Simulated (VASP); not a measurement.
# Se (P3_121) in VASP: notebook

The runs below take Se through single point, with r2SCAN+rVV10.

All numbers are computed with VASP 6.6.1; they aren't measurements. Logs are shortened: lines on timing, memory, paths and dates and some standing lists are left out, and cuts for length are marked.

### Step 1. The cell of the first run

It takes space group P3_121 (No. 152, trigonal). Conventional cell: a = 4.505 Å, b = 4.505 Å, c = 4.979 Å, α = 90.00°, β = 90.00°, γ = 120.00°. Se (site symmetry 2) has 2 Se at 2.38 Å within 3.1 Å.

### Step 2. Single point, r2SCAN+rVV10

File POSCAR:

```
Se
1.0
    4.5048207000      0.0000000000      0.0000000000
   -2.2524103500      3.9012891700      0.0000000000
    0.0000000000      0.0000000000      4.9787963200
Se
3
Direct
    0.2178929800      0.0000000000      0.3333333300
    0.0000000000      0.2178929800      0.6666666700
    0.7821070200      0.7821070200      0.0000000000
```

File INCAR.step1:

```
PREC = Accurate ; ENCUT = 520
ISMEAR = 0 ; SIGMA = 0.1
LREAL = F ; LASPH = T
NELM = 60 ; NBANDS = 16
GGA = PE ; ALGO = Normal
EDIFF = 1E-4 ; LWAVE = T
LCHARG = F
```

File INCAR.step2:

```
PREC = Accurate ; ENCUT = 520
EDIFF = 1E-6 ; ISMEAR = 0
SIGMA = 0.1 ; LREAL = F
LASPH = T ; NELM = 60
ALGO = Normal ; ISIF = 2
LWAVE = F ; LCHARG = F
METAGGA = R2SCAN ; LMIXTAU = T
LUSE_VDW = T ; IVDW_NL = 2
BPARAM = 11.95 ; CPARAM = 0.0093
NBANDS = 16 ; ISTART = 1
```

File KPOINTS:

```
Automatic mesh
0
Gamma
  6 6 4
```

Potentials or basis: VASP PAW PBE potentials, release 64 (Se).

Started as:

```sh
cat potpaw_PBE.64/Se/POTCAR > POTCAR
cp INCAR.step1 INCAR
mpirun -np 1 vasp_std > vasp.out
cp INCAR.step2 INCAR
mpirun -np 1 vasp_std > vasp.out
```

OUTCAR:

```text
PREC = Accurate
   ENCUT = 520
   EDIFF = 1E-6
   ISMEAR = 0
   LREAL = F
   LASPH = T
   NELM = 60
   ISIF = 2
   METAGGA = R2SCAN
   IVDW_NL = 2
   BPARAM = 11.95
   ISTART = 1

 ion  position               nearest neighbor table
   1  0.218  0.000  0.333-   3 2.38   2 2.38
   2  0.000  0.218  0.667-   3 2.38   1 2.38
   3  0.782  0.782  0.000-   1 2.38   2 2.38

  LATTYP: Found a hexagonal cell.
 ALAT       =     4.5048207000
 C/A-ratio  =     1.1052152020

  Lattice vectors:

 A1 = (   4.5048207000,   0.0000000000,   0.0000000000)
 A2 = (  -2.2524103500,   3.9012891700,   0.0000000000)
 A3 = (   0.0000000000,   0.0000000000,   4.9787963200)

Analysis of symmetry for initial positions (statically):
=====================================================================
 Subroutine PRICEL returns:
 Original cell was already a primitive cell.

 Routine SETGRP: Setting up the symmetry group for a
 hexagonal supercell.

 Subroutine GETGRP returns: Found  6 space group operations
 (whereof  2 operations were pure point group operations)
 out of a pool of 24 trial point group operations.

The static configuration has the point symmetry C_2 .
 The point group associated with its full space group is D_3 .

Analysis of symmetry for dynamics (positions and initial velocities):
=====================================================================
 Subroutine PRICEL returns:
 Original cell was already a primitive cell.

 Routine SETGRP: Setting up the symmetry group for a
 hexagonal supercell.

 Subroutine GETGRP returns: Found  6 space group operations
 (whereof  2 operations were pure point group operations)
 out of a pool of 24 trial point group operations.

The dynamic configuration has the point symmetry C_2 .
 The point group associated with its full space group is D_3 .

 Subroutine INISYM returns: Found  6 space group operations
 (whereof  2 operations are pure point group operations),
 and found     1 'primitive' translations

----------------------------------------------------------------------------------------

                                     Primitive cell

  volume of cell :      87.5004

  direct lattice vectors                    reciprocal lattice vectors
     4.504820700  0.000000000  0.000000000     0.221984418  0.128162763  0.000000000
    -2.252410350  3.901289170  0.000000000     0.000000000  0.256325526  0.000000000
     0.000000000  0.000000000  4.978796320     0.000000000  0.000000000  0.200851759

  length of vectors
     4.504820700  4.504820704  4.978796320     0.256325527  0.256325526  0.200851759

  position of ions in fractional coordinates (direct lattice)
     0.217892980  0.000000000  0.333333330
     1.000000000  0.217892980  0.666666670
     0.782107020  0.782107020  0.000000000

  ion indices of the primitive-cell ions
   primitive index   ion index
                 1           1
                 2           2
                 3           3

----------------------------------------------------------------------------------------

 KPOINTS: Automatic mesh

Automatic generation of k-mesh.
 Grid dimensions read from file:
 generate k-points for:    6    6    4

 Generating k-lattice:

  Cartesian coordinates                     Fractional coordinates (reciprocal lattice)
     0.036997403  0.021360461  0.000000000     0.166666667 -0.000000000  0.000000000
     0.000000000  0.042720921  0.000000000     0.000000000  0.166666667  0.000000000
     0.000000000  0.000000000  0.050212940     0.000000000  0.000000000  0.250000000

  Length of vectors
     0.042720921  0.042720921  0.050212940

  Shift w.r.t. Gamma in fractional coordinates (k-lattice)
     0.000000000  0.000000000  0.000000000

 Subroutine IBZKPT returns following result:
 ===========================================

 Found     24 irreducible k-points:

 Following reciprocal coordinates:
            Coordinates               Weight
  0.000000  0.000000  0.000000      1.000000
  0.166667  0.000000  0.000000      6.000000
  0.333333  0.000000  0.000000      6.000000
  0.500000  0.000000  0.000000      3.000000
  0.166667  0.166667  0.000000      6.000000
  0.333333  0.166667  0.000000     12.000000
[... 16 lines left out ...]
  0.333333  0.166667  0.500000     12.000000
  0.333333  0.333333  0.500000      2.000000
   k-points           NKPTS =     24   k-points in BZ     NKDIM =     24   number of bands    NBANDS=     16
   number of dos      NEDOS =    301   number of ions     NIONS =      3
   total plane-waves  NPLWV =  51840
   dimension x,y,z NGX =    36 NGY =   36 NGZ =   40
   dimension x,y,z NGXF=    72 NGYF=   72 NGZF=   80
   ions per type =               3
   NGX,Y,Z   is equivalent  to a cutoff of  13.29, 13.29, 13.36 a.u.
   NGXF,Y,Z  is equivalent  to a cutoff of  26.57, 26.57, 26.71 a.u.
 SYSTEM =  unknown system
   PREC   = accura    normal or accurate (medium, high low for compatibility)
   ISTART =      1    job   : 0-new  1-cont  2-samecut
   ICHARG =      0    charge: 1-file 2-atom 10-const
   ISPIN  =      1    spin polarized calculation?
   LNONCOLLINEAR =      F non collinear calculations
   LSORBIT =      F    spin-orbit coupling
   LASPH  =      T    aspherical Exc in radial PAW
   ENCUT  =  520.0 eV  38.22 Ry    6.18 a.u.   8.38  8.38  9.26*2*pi/ulx,y,z
   NELM   =     60;   NELMIN=  2; NELMDL=  0     # of ELM steps
   EDIFF  = 0.1E-05   stopping-criterion for ELM
   LREAL  =      F    real-space projection
   EDIFFG = 0.1E-04   stopping-criterion for IOM
   NSW    =      0    number of steps for IOM
   IBRION =     -1    ionic relax: 0-MD 1-quasi-New 2-CG
   NFREE  =      0    steps in history (QN), initial steepest desc. (CG)
   ISIF   =      2    stress and relaxation
   ISYM   =      2    0-nonsym 1-usesym 2-fastsym
   POTIM  = 0.5000    time-step for ionic-motion
   TEBEG  =    0.0;   TEEND  =   0.0 temperature during run
   PSTRESS=    0.0 pullay stress
   NELECT =      18.0000    total number of electrons
   NUPDOWN=      -1.0000    fix difference up-down
   EMIN   =  10.00;   EMAX   =-10.00  energy-range for DOS
   EFERMI =   0.00;   METHOD = LEGACY
   ISMEAR =     0;   SIGMA  =   0.10  broadening in eV -4-tet -1-fermi 0-gaus
   EFERMI_NEDOS =   21; number of points for ismear=-14 and -15
   IALGO  =     38    algorithm
   IMIX   =      4    mixing-type and parameters
     AMIX     =   0.40;   BMIX     =  1.00
     AMIX_MAG =   1.60;   BMIX_MAG =  1.00
  volume/ion in A,a.u.               =      29.17       196.83
  Fermi-wavevector in a.u.,A,eV,Ry     =   0.966412  1.826254 12.707191  0.933952
  Thomas-Fermi vector in A             =   2.096211
   LORBIT       =      0    0 simple, 1 ext, 2 COOP (PROOUT), +10 PAW based schemes
   METAGGA = R2SCAN    functional components
   LHFCALC =     F    Hartree Fock is set to
   AEXX    =    0.0000 exact exchange contribution
   IVDW_NL    =     2    kernel type
   BPARAM     =11.9500
   IVDW    =     0    specifies the selected vdW correction
   LEPSILON=     F    determine dielectric tensor
   LRPA    =     F    only Hartree local field effects (RPA)
 non-spin polarized calculation
 Gauss-broadening in eV      SIGMA  =   0.10
  energy-cutoff  :      520.00
  volume of cell :       87.50
 maximum number of plane-waves:      2389
 NGX is ok and might be reduce to    36
   NGX = 17   NGY = 17   NGZ = 19

 number of electron      18.0000000 magnetization

 Free energy of the ion-electron system (eV)
  ---------------------------------------------------
  ext. energy  EPLUGINS =         0.00000000
  ---------------------------------------------------
  free energy    TOTEN  =       -42.45953182 eV

  energy without entropy =      -42.45953182  energy(sigma->0) =      -42.45953182

 E-fermi :   2.1814     XC(G=0):  -9.0014

 val. band max:        1.7650054457   @ k =   0.5000   0.0000   0.5000
 cond. band min:       3.0906067824   @ k =   0.3333   0.3333   0.5000
 fundamental gap:      1.3256013367
 Fermi energy:         2.1813765602

 k-point     1 :       0.0000    0.0000    0.0000
  band No.  band energies     occupation
      1     -14.4768      2.00000
      2     -10.2630      2.00000
      3     -10.2630      2.00000
      4      -2.2192      2.00000
      5      -2.2192      2.00000
      6      -1.9253      2.00000
[... 8 lines left out ...]
     15       8.7134      0.00000
     16      10.6711      0.00000

 k-point     2 :       0.1667    0.0000    0.0000
  band No.  band energies     occupation
      1     -14.3923      2.00000
      2     -10.3503      2.00000
      3     -10.2580      2.00000
      4      -2.7385      2.00000
      5      -2.4622      2.00000
      6      -1.7715      2.00000
[... 8 lines left out ...]
     15       9.4388      0.00000
     16      10.7034      0.00000

 k-point     3 :       0.3333    0.0000    0.0000
  band No.  band energies     occupation
      1     -14.2059      2.00000
      2     -10.5566      2.00000
      3     -10.2476      2.00000
      4      -3.2024      2.00000
      5      -2.7897      2.00000
      6      -1.7104      2.00000
[... 8 lines left out ...]
     15      10.7087      0.00000
     16      11.6591      0.00000

 k-point     4 :       0.5000    0.0000    0.0000
  band No.  band energies     occupation
      1     -14.1017      2.00000
      2     -10.6778      2.00000
      3     -10.2421      2.00000
      4      -3.3215      2.00000
      5      -2.9271      2.00000
      6      -1.5528      2.00000
[... 8 lines left out ...]
     15      11.6928      0.00000
     16      11.8088      0.00000
[... 324 lines left out ...]
 k-point    22 :       0.1667    0.1667    0.5000
  band No.  band energies     occupation
      1     -13.1426      2.00000
      2     -13.0913      2.00000
      3      -8.5531      2.00000
      4      -3.7213      2.00000
      5      -2.4400      2.00000
      6      -2.3600      2.00000
[... 8 lines left out ...]
     15      10.3502      0.00000
     16      10.7184      0.00000

 k-point    23 :       0.3333    0.1667    0.5000
  band No.  band energies     occupation
      1     -13.0429      2.00000
      2     -12.9662      2.00000
      3      -8.8691      2.00000
      4      -3.9966      2.00000
      5      -2.8358      2.00000
      6      -2.7147      2.00000
[... 8 lines left out ...]
     15      10.5221      0.00000
     16      11.3722      0.00000

 k-point    24 :       0.3333    0.3333    0.5000
  band No.  band energies     occupation
      1     -12.9663      2.00000
      2     -12.9663      2.00000
      3      -8.9598      2.00000
      4      -4.0001      2.00000
      5      -3.0341      2.00000
      6      -3.0341      2.00000
[... 8 lines left out ...]
     15      10.7793      0.00000
     16      10.7793      0.00000

------------------------ aborting loop because EDIFF is reached ----------------------------------------

  FORCE on cell =-STRESS in cart. coord.  units (eV):
  Direction    XX          YY          ZZ          XY          YZ          ZX
  --------------------------------------------------------------------------------------
  -------------------------------------------------------------------------------------
  Total       -0.4106948     -0.4106948     -0.2327858      0.0000000      0.0000000     -0.0000000
  in kB       -7.5200330     -7.5200330     -4.2624285      0.0000000      0.0000000     -0.0000000
  external PRESSURE =      -6.4341648 kB  Pullay stress =       0.0000000 kB

 VOLUME and BASIS-vectors are now :
 -----------------------------------------------------------------------------
  energy-cutoff  :      520.00
  volume of cell :       87.50
      direct lattice vectors                 reciprocal lattice vectors
     4.504820700  0.000000000  0.000000000     0.221984418  0.128162763  0.000000000
    -2.252410350  3.901289170  0.000000000     0.000000000  0.256325526  0.000000000
     0.000000000  0.000000000  4.978796320     0.000000000  0.000000000  0.200851759

 POSITION                                       TOTAL-FORCE (eV/Angst)
 -----------------------------------------------------------------------------------
      0.98157      0.00000      1.65960         0.033759      0.000000     -0.000000
     -0.49078      0.85006      3.31920        -0.016879      0.029236      0.000000
      1.76163      3.05123      0.00000        -0.016879     -0.029236      0.000000
 -----------------------------------------------------------------------------------
    total drift:                                0.000003     -0.000003      0.000000

  FREE ENERGIE OF THE ION-ELECTRON SYSTEM (eV)
  ---------------------------------------------------
  free  energy   TOTEN  =       -42.4595318229 eV

  energy  without entropy=      -42.4595318228  energy(sigma->0) =      -42.45953182
```

Run time: 2.1 min. Hardware: 1 thread of Intel Xeon Platinum 8488C (Sapphire Rapids), shared host; peak memory 0.42 GiB.

What came out:

```
Free energy            : -42.4595 eV
Pressure               : -0.6 GPa
Largest force          : 0.034 eV/Å
Band gap on the k mesh : 1.33 eV, indirect (least direct gap 1.60 eV)
```

Forces on the atoms (eV/Å):
```
Se   0.034  0.000  0.000
Se  -0.017  0.029  0.000
Se  -0.017 -0.029  0.000
```

Stress tensor (GPa, compression positive):
```
-0.75  0.00  0.00
 0.00 -0.75  0.00
 0.00  0.00 -0.43
```

Caveat: the PAW data sets were made with another functional, which shifts forces and pressure a little. A k mesh can miss the band edges.

### Step 3. Single point, r2SCAN+rVV10

This run uses another cell than the first one, of 26.84 Å³/atom, 0.920 times its volume.

File POSCAR:

```
Se
1.0
    4.2973478321      0.0000000000      0.0000000000
   -2.1486739160      3.7216123915      0.0000000000
    0.0000000000      0.0000000000      5.0347801587
Se
3
Direct
    0.2281322062      0.0000000000      0.3333333333
    0.0000000000      0.2281322062      0.6666666667
    0.7718677938      0.7718677938      0.0000000000
```

File INCAR.step1:

```
ALGO     = Normal         # electronic algorithm
EDIFF    = 1E-4           # SCF threshold, eV
ENCUT    = 520            # plane-wave cutoff, eV
GGA      = PE             # functional
ISMEAR   = 0              # smearing method
LASPH    = T              # aspherical terms in the spheres
LCHARG   = F              # write CHGCAR
LREAL    = F              # projectors in reciprocal space
LWAVE    = T              # write WAVECAR
NBANDS   = 16             # bands
NELM     = 100            # most SCF steps
PREC     = Accurate       # precision mode
SIGMA    = 0.02           # smearing width, eV
```

File INCAR.step2:

```
ALGO     = Normal         # electronic algorithm
BPARAM   = 11.95        
CPARAM   = 0.0093       
EDIFF    = 1E-7           # SCF threshold, eV
ENCUT    = 520            # plane-wave cutoff, eV
ISIF     = 2              # what is computed and relaxed
ISMEAR   = 0              # smearing method
ISTART   = 1            
IVDW_NL  = 2            
LASPH    = T              # aspherical terms in the spheres
LCHARG   = T              # write CHGCAR
LELF     = T              # ELF
LMIXTAU  = T            
LREAL    = F              # projectors in reciprocal space
LUSE_VDW = T            
LVHAR    = T            
LWAVE    = F              # write WAVECAR
METAGGA  = R2SCAN         # meta-GGA
NBANDS   = 16             # bands
NELM     = 100            # most SCF steps
PREC     = Accurate       # precision mode
SIGMA    = 0.02           # smearing width, eV
```

File KPOINTS:

```
k-points
0
Gamma
  9 9 6
```

Potentials or basis: VASP PAW PBE potentials, release 64 (Se).

Started as:

```sh
cat potpaw_PBE.64/Se/POTCAR > POTCAR
cp INCAR.step1 INCAR
mpirun -np 1 vasp_std > vasp.out
cp INCAR.step2 INCAR
mpirun -np 1 vasp_std > vasp.out
```

It took 3.3 min on 1 thread of Intel Xeon Platinum 8488C (Sapphire Rapids), shared host; peak memory 0.39 GiB.

The run converged. Its results:

| Quantity | Value |
| --- | --- |
| Free energy | -42.4807 eV |
| Pressure | 0.2 GPa |
| Largest force | 0.033 eV/Å |
| Band gap on the k mesh | 1.05 eV, indirect (least direct gap 1.23 eV) |

Forces in eV/Å, atoms in the order of the input:
```
Se   0.033  0.000  0.000
Se  -0.016  0.028  0.000
Se  -0.016 -0.028  0.000
```

Levels at points of the mesh, in eV from the valence-band top:
```
           k point  band 5  band 6  band 7  band 8  band 9  band 10  band 11  band 12  band 13  band 14
(0.00, 0.00, 0.00)   -3.89   -3.81   -2.08   -2.08   -0.45     2.00     2.00     2.41     6.81     6.84
(0.00, 0.00, 0.50)   -3.41   -3.41   -1.54   -1.54   -1.30     1.34     1.44     1.44     6.61     7.74
```

Caveat: the PAW data sets were made with another functional, which shifts forces and pressure a little.
